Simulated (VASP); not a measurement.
# KF (I4/mmm) in VASP: further runs

KF is run at these levels: PBE; tasks: single point.

Program: VASP 6.6.1. These are calculated values, not measurements. Logs are shortened: lines on timing, memory, paths and dates and some standing lists are left out, and cuts for length are marked.

**1. The cell of the first run**

It takes space group I4/mmm (No. 139, tetragonal). The conventional cell has a = 3.833 Å, b = 3.833 Å, c = 4.811 Å, α = 90.00°, β = 90.00°, γ = 90.00°. Within 3.2 Å of K (site symmetry 4/mmm) lie 6 F at 2.41 to 2.71 Å. Within 3.2 Å of F (site symmetry 4/mmm) lie 6 K at 2.41 to 2.71 Å.

**2. Single point, PBE (normal strain along x +0.0000, normal strain along z -0.1125)**

Input file INCAR:

```
SYSTEM = KF
PREC = Accurate ; ENCUT = 520
EDIFF = 1E-7 ; ISMEAR = 0
SIGMA = 0.05 ; LREAL = .FALSE.
LASPH = .TRUE. ; NELM = 100
ALGO = Normal ; ISIF = 2
LWAVE = .FALSE. ; LCHARG = .FALSE.
GGA = PE ; NBANDS = 15
```

Input file KPOINTS:

```
Automatic mesh
0
G
  8 8 8
  0 0 0
```

Input file POSCAR:

```
KF
1.0
    0.0000000000      2.7105354767      2.4056002356
    2.7105354767      0.0000000000      2.4056002356
    2.7105354767      2.7105354767      0.0000000000
K F
1 1
Direct
    0.0000000000      0.0000000000      0.0000000000
    0.5000000000      0.5000000000      0.5000000000
```

Potentials or basis: VASP PAW PBE potentials, release 64 (K_sv, F).

The run is started by

```bash
$ cat potpaw_PBE.64/K_sv/POTCAR potpaw_PBE.64/F/POTCAR > POTCAR
$ mpirun -np 1 vasp_std > vasp.out
```

OUTCAR:

```text
SYSTEM = KF
   PREC = Accurate
   ENCUT = 520
   EDIFF = 1E-7
   ISMEAR = 0
   LREAL = .FALSE.
   LASPH = .TRUE.
   NELM = 100
   ISIF = 2
   GGA = PE

 ion  position               nearest neighbor table
   1  0.000  0.000  0.000-   2 2.41   2 2.41   2 2.71   2 2.71   2 2.71   2 2.71
   2  0.500  0.500  0.500-   1 2.41   1 2.41   1 2.71   1 2.71   1 2.71   1 2.71

  LATTYP: Found a body centered tetragonal cell.
 ALAT       =     3.8332760324
 C/A-ratio  =     1.2551145366

  Lattice vectors:

 A1 = (   0.0000000000,  -2.7105354767,  -2.4056002356)
 A2 = (   0.0000000000,   2.7105354767,  -2.4056002356)
 A3 = (   2.7105354767,   0.0000000000,   2.4056002356)

Analysis of symmetry for initial positions (statically):
=====================================================================
 Subroutine PRICEL returns:
 Original cell was already a primitive cell.

 Routine SETGRP: Setting up the symmetry group for a
 body centered tetragonal supercell.

 Subroutine GETGRP returns: Found 16 space group operations
 (whereof 16 operations were pure point group operations)
 out of a pool of 16 trial point group operations.

The static configuration has the point symmetry D_4h.

Analysis of symmetry for dynamics (positions and initial velocities):
=====================================================================
 Subroutine PRICEL returns:
 Original cell was already a primitive cell.

 Routine SETGRP: Setting up the symmetry group for a
 body centered tetragonal supercell.

 Subroutine GETGRP returns: Found 16 space group operations
 (whereof 16 operations were pure point group operations)
 out of a pool of 16 trial point group operations.

The dynamic configuration has the point symmetry D_4h.

 Subroutine INISYM returns: Found 16 space group operations
 (whereof 16 operations are pure point group operations),
 and found     1 'primitive' translations

----------------------------------------------------------------------------------------

                                     Primitive cell

  volume of cell :      35.3479

  direct lattice vectors                    reciprocal lattice vectors
     0.000000000  2.710535477  2.405600236    -0.184465396  0.184465396  0.207848333
     2.710535477  0.000000000  2.405600236     0.184465396 -0.184465396  0.207848333
     2.710535477  2.710535477  0.000000000     0.184465396  0.184465396 -0.207848333

  length of vectors
     3.624074373  3.624074373  3.833276032     0.333550437  0.333550437  0.333550437

  position of ions in fractional coordinates (direct lattice)
[... 91 lines left out ...]
   NUPDOWN=      -1.0000    fix difference up-down
   EMIN   =  10.00;   EMAX   =-10.00  energy-range for DOS
   EFERMI =   0.00;   METHOD = LEGACY
   ISMEAR =     0;   SIGMA  =   0.05  broadening in eV -4-tet -1-fermi 0-gaus
   EFERMI_NEDOS =   21; number of points for ismear=-14 and -15
   IALGO  =     38    algorithm
   IMIX   =      4    mixing-type and parameters
     AMIX     =   0.40;   BMIX     =  1.00
     AMIX_MAG =   1.60;   BMIX_MAG =  1.00
  volume/ion in A,a.u.               =      17.67       119.27
  Fermi-wavevector in a.u.,A,eV,Ry     =   1.256976  2.375340 21.497047  1.579988
  Thomas-Fermi vector in A             =   2.390658
   LORBIT       =      0    0 simple, 1 ext, 2 COOP (PROOUT), +10 PAW based schemes
   GGA     = PE    functional components
   LHFCALC =     F    Hartree Fock is set to
   AEXX    =    0.0000 exact exchange contribution
   IVDW    =     0    specifies the selected vdW correction
   LEPSILON=     F    determine dielectric tensor
   LRPA    =     F    only Hartree local field effects (RPA)
 non-spin polarized calculation
 Gauss-broadening in eV      SIGMA  =   0.05
  energy-cutoff  :      520.00
  volume of cell :       35.35
 maximum number of plane-waves:       969
   NGX = 13   NGY = 13   NGZ = 15

 number of electron      16.0000004 magnetization

 Free energy of the ion-electron system (eV)
  ---------------------------------------------------
  ext. energy  EPLUGINS =         0.00000000
  ---------------------------------------------------
  free energy    TOTEN  =        -8.12672478 eV

  energy without entropy =       -8.12672478  energy(sigma->0) =       -8.12672478

 E-fermi :  -2.0571     XC(G=0):  -8.7353

 val. band max:       -2.3491253218   @ k =   0.0000   0.0000   0.0000
 cond. band min:       3.8955372193   @ k =   0.0000   0.0000   0.0000
 fundamental gap:      6.2446625411
 Fermi energy:        -2.0571036302

 k-point     1 :       0.0000    0.0000    0.0000
  band No.  band energies     occupation
      1     -28.4796      2.00000
      2     -21.2983      2.00000
      3     -11.7169      2.00000
      4     -11.6600      2.00000
      5     -11.6600      2.00000
      6      -2.6750      2.00000
      7      -2.6750      2.00000
      8      -2.3491      2.00000
      9       3.8955      0.00000
     10       8.1526      0.00000
     11       8.1526      0.00000
     12       8.8544      0.00000
     13       9.4720      0.00000
     14      10.9209      0.00000
[... 401 lines left out ...]
      2     -21.4055      2.00000
      3     -11.9450      2.00000
      4     -11.7732      2.00000
      5     -11.7076      2.00000
      6      -3.2256      2.00000
      7      -2.9103      2.00000
      8      -2.7608      2.00000
      9       6.4409      0.00000
     10       7.5365      0.00000
     11       9.3892      0.00000
     12      10.0931      0.00000
     13      10.9837      0.00000
     14      11.8264      0.00000
     15      15.5667      0.00000

 [... further k-points ...]

------------------------ aborting loop because EDIFF is reached ----------------------------------------

  FORCE on cell =-STRESS in cart. coord.  units (eV):
  Direction    XX          YY          ZZ          XY          YZ          ZX
  --------------------------------------------------------------------------------------
  -------------------------------------------------------------------------------------
  Total        0.4575599      0.4575599      3.4177744      0.0000000      0.0000000     -0.0000000
  in kB       20.7393394     20.7393394    154.9138781      0.0000000      0.0000000     -0.0000000
  external PRESSURE =      65.4641856 kB  Pullay stress =       0.0000000 kB

 VOLUME and BASIS-vectors are now :
 -----------------------------------------------------------------------------
  energy-cutoff  :      520.00
  volume of cell :       35.35
      direct lattice vectors                 reciprocal lattice vectors
     0.000000000  2.710535477  2.405600236    -0.184465396  0.184465396  0.207848333
     2.710535477  0.000000000  2.405600236     0.184465396 -0.184465396  0.207848333
     2.710535477  2.710535477  0.000000000     0.184465396  0.184465396 -0.207848333

 POSITION                                       TOTAL-FORCE (eV/Angst)
 -----------------------------------------------------------------------------------
      0.00000      0.00000      0.00000        -0.000000     -0.000000      0.000000
      2.71054      2.71054      2.40560         0.000000      0.000000      0.000000
 -----------------------------------------------------------------------------------
    total drift:                                0.000000      0.000000      0.000000

  FREE ENERGIE OF THE ION-ELECTRON SYSTEM (eV)
  ---------------------------------------------------
  free  energy   TOTEN  =        -8.1267247844 eV

  energy  without entropy=       -8.1267247844  energy(sigma->0) =       -8.12672478
```

It took 14 s on 1 thread of AMD EPYC 9R45 (Zen 5), shared host; peak memory 0.14 GiB.

What came out:

| Quantity | Value |
| --- | --- |
| Free energy | -8.1267 eV |
| Pressure | 6.5 GPa |
| Band gap on the k mesh | 6.24 eV |

Stress tensor (GPa, compression positive):
```
 2.07  0.00  0.00
 0.00  2.07  0.00
 0.00  0.00 15.49
```

Caveat: the cell differs from its parent crystal (normal strain along x +0.0000, normal strain along z -0.1125); the cell stands under pressure.

**3. Single point, PBE (normal strain along x +0.0000, normal strain along z -0.0750)**

Input file INCAR:

```
SYSTEM = KF
PREC = Accurate
ENCUT = 520
EDIFF = 1E-7
ISMEAR = 0
SIGMA = 0.05
LREAL = .FALSE.
LASPH = .TRUE.
NELM = 80
ALGO = Normal
ISIF = 2
LWAVE = .FALSE.
LCHARG = .FALSE.
GGA = PE
NBANDS = 15
```

KPOINTS is that of step 2.

Input file POSCAR:

```
KF
1.0
    0.0000000000      2.7105354767      2.5072453159
    2.7105354767      0.0000000000      2.5072453159
    2.7105354767      2.7105354767      0.0000000000
K F
1 1
Direct
    0.0000000000      0.0000000000      0.0000000000
    0.5000000000      0.5000000000      0.5000000000
```

Potentials or basis: VASP PAW PBE potentials, release 64 (K_sv, F).

The run is started by

```bash
$ cat potpaw_PBE.64/K_sv/POTCAR potpaw_PBE.64/F/POTCAR > POTCAR
$ mpirun -np 1 vasp_std > vasp.out
```

OUTCAR:

```text
SYSTEM = KF
   PREC = Accurate
   ENCUT = 520
   EDIFF = 1E-7
   ISMEAR = 0
   LREAL = .FALSE.
   LASPH = .TRUE.
   NELM = 80
   ISIF = 2
   GGA = PE

 ion  position               nearest neighbor table
   1  0.000  0.000  0.000-   2 2.51   2 2.51   2 2.71   2 2.71   2 2.71   2 2.71
   2  0.500  0.500  0.500-   1 2.51   1 2.51   1 2.71   1 2.71   1 2.71   1 2.71

  LATTYP: Found a body centered tetragonal cell.
 ALAT       =     3.8332760324
 C/A-ratio  =     1.3081475452

  Lattice vectors:

 A1 = (   0.0000000000,  -2.7105354767,  -2.5072453159)
[... 619 lines left out ...]

  FORCE on cell =-STRESS in cart. coord.  units (eV):
  Direction    XX          YY          ZZ          XY          YZ          ZX
  --------------------------------------------------------------------------------------
  -------------------------------------------------------------------------------------
  Total        0.2917600      0.2917600      1.7947334      0.0000000     -0.0000000      0.0000000
  in kB       12.6881808     12.6881808     78.0501070      0.0000000     -0.0000000      0.0000000
  external PRESSURE =      34.4754895 kB  Pullay stress =       0.0000000 kB

 VOLUME and BASIS-vectors are now :
 -----------------------------------------------------------------------------
  energy-cutoff  :      520.00
  volume of cell :       36.84
      direct lattice vectors                 reciprocal lattice vectors
     0.000000000  2.710535477  2.507245316    -0.184465396  0.184465396  0.199422050
     2.710535477  0.000000000  2.507245316     0.184465396 -0.184465396  0.199422050
     2.710535477  2.710535477  0.000000000     0.184465396  0.184465396 -0.199422050

 POSITION                                       TOTAL-FORCE (eV/Angst)
 -----------------------------------------------------------------------------------
      0.00000      0.00000      0.00000        -0.000000      0.000000     -0.000000
      2.71054      2.71054      2.50725         0.000000     -0.000000      0.000000
 -----------------------------------------------------------------------------------
    total drift:                                0.000000      0.000000      0.000000

  FREE ENERGIE OF THE ION-ELECTRON SYSTEM (eV)
  ---------------------------------------------------
  free  energy   TOTEN  =        -8.2345248471 eV

  energy  without entropy=       -8.2345248471  energy(sigma->0) =       -8.23452485
```

OSZICAR:

```text
N       E                     dE             d eps       ncg     rms          rms(c)
DAV:   1     0.109846698494E+03    0.10985E+03   -0.81768E+03  1770   0.103E+03
DAV:   2    -0.501690072578E+01   -0.11486E+03   -0.10535E+03  2334   0.285E+02
DAV:   3    -0.938549244351E+01   -0.43686E+01   -0.43482E+01  2268   0.497E+01
DAV:   4    -0.949909522123E+01   -0.11360E+00   -0.11358E+00  2374   0.761E+00
DAV:   5    -0.950084075911E+01   -0.17455E-02   -0.17455E-02  2448   0.793E-01    0.648E+00
DAV:   6    -0.826211233563E+01    0.12387E+01   -0.34612E+00  1896   0.153E+01    0.441E+00
DAV:   7    -0.823578570983E+01    0.26327E-01   -0.69649E-02  2218   0.230E+00    0.248E+00
DAV:   8    -0.823227004245E+01    0.35157E-02   -0.49251E-02  1917   0.222E+00    0.196E-01
DAV:   9    -0.823384496072E+01   -0.15749E-02   -0.40967E-03  2323   0.525E-01    0.126E-01
DAV:  10    -0.823442422994E+01   -0.57927E-03   -0.53196E-04  1868   0.203E-01    0.557E-02
DAV:  11    -0.823452760743E+01   -0.10338E-03   -0.11607E-04  1910   0.943E-02    0.214E-02
DAV:  12    -0.823452459536E+01    0.30121E-05   -0.16327E-05  2219   0.406E-02    0.380E-03
DAV:  13    -0.823452484125E+01   -0.24589E-06   -0.22117E-06  1945   0.135E-02    0.196E-03
DAV:  14    -0.823452484707E+01   -0.58283E-08   -0.64447E-08  1857   0.251E-03
   1 F= -.82345248E+01 E0= -.82345248E+01  d E =-.199768E-14
```

stdout:

```text
POSCAR found type information on POSCAR K F
 POSCAR found :  2 types and       2 ions
 scaLAPACK will be used
 LDA part: xc-table for (Slater+PW92), standard interpolation
 POSCAR, INCAR and KPOINTS ok, starting setup
 FFT: planning ... GRIDC
 FFT: planning ... GRID_SOFT
 FFT: planning ... GRID
 WAVECAR not read
 entering main loop
```

It took 14 s on 1 thread of AMD EPYC 9R45 (Zen 5), shared host; peak memory 0.15 GiB.

Results:

```
Free energy            : -8.2345 eV
Pressure               : 3.4 GPa
Band gap on the k mesh : 6.20 eV
```

Caveat: the cell differs from its parent crystal (normal strain along x +0.0000, normal strain along z -0.0750); the cell stands under pressure. A k mesh can miss the band edges.
